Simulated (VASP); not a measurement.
Wanted: the native input for a VASP 6.6.1 run.

```yaml
Task: single point
Functional: PBEsol
Potentials_or_basis: VASP PAW PBE potentials, release 64 (In_d, Sb)
Cutoff: 520 eV
k_mesh: 12 × 12 × 12
Occupations: gaussian, width 0.1 eV
Spin: no spin polarisation
Dipole_correction: no
Further_INCAR_settings: ALGO = Normal; EDIFF = 1e-07; NBANDS = 16
```

The structure of InSb lies in POSCAR:

```
InSb
1.0
    0.0000000000      3.2269982300      3.2269982300
    3.2269982300      0.0000000000      3.2269982300
    3.2269982300      3.2269982300      0.0000000000
In Sb
1 1
Direct
    0.0000000000      0.0000000000      0.0000000000
    0.2500000000      0.2500000000      0.2500000000
```

These files were run (other wordings do the same):

INCAR

```
SYSTEM = InSb
PREC = Accurate
ENCUT = 520
EDIFF = 1E-7
ISMEAR = 0
SIGMA = 0.1
LREAL = .FALSE.
LASPH = .TRUE.
NELM = 80
ALGO = Normal
ISIF = 2
LWAVE = .FALSE.
LCHARG = .TRUE.
GGA = PS
LELF = .TRUE.
LVHAR = .TRUE.
NBANDS = 16
```

KPOINTS

```
regular mesh
0
G
  12 12 12
  0 0 0
```

Potentials or basis: VASP PAW PBE potentials, release 64 (In_d, Sb).

The run is started by

```bash
$ cat potpaw_PBE.64/In_d/POTCAR potpaw_PBE.64/Sb/POTCAR > POTCAR
$ mpirun -np 1 vasp_std > vasp.out
```

It gave:

* Pressure: 1.4 GPa
* Band gap on the k mesh: zero (filled and empty bands touch)

Caveat: semilocal functionals underestimate gaps, so a narrow gap can read as zero; the PAW data sets were made with another functional, which shifts forces and pressure a little; spin-orbit coupling is left out, which moves the levels of the heavy elements.

Run time: 96 s on 1 thread of Intel Xeon 8259CL, with other jobs on the host, peak memory 0.25 GiB.
